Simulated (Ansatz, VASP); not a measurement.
Two plane-wave programs on B

```xyz
4
Lattice="1.6526 0.0000 0.0000 -0.8263 1.4312 0.0000 0.0000 0.0000 20.4282" Properties=species:S:1:pos:R:3 pbc="T T T"
B     0.8263    1.4312    0.0000
B     1.6526    0.0000   10.2141
B     0.0000    0.9541    5.1070
B     0.8263    0.4771   15.3211
```

Alike in both runs: task single point; functional RPBE; k mesh 23 × 23 × 2; occupations fermi-dirac, width 0.1 eV; no spin polarisation.

```csv
,VASP,Ansatz
version,VASP 6.6.1,Ansatz 0.2.0
potentials or method,"VASP PAW PBE potentials, release 64 (B), cutoff 520 eV","plane waves (420 eV) with PAW, scalar-relativistic"
valence electrons in the cell,12,12
```

Ansatz gave:

```
pressure (GPa)                                                : 18.0
traceless stress, the component that is largest in VASP (GPa) : -17.93
```

Which values does VASP return?

Pressure (GPa): 17.9; traceless stress, the component that is largest in VASP (GPa): -17.93.

VASP's potentials were made for PBE, not for RPBE. The functional is the same, so the differences come from potentials, cutoffs and numerics.
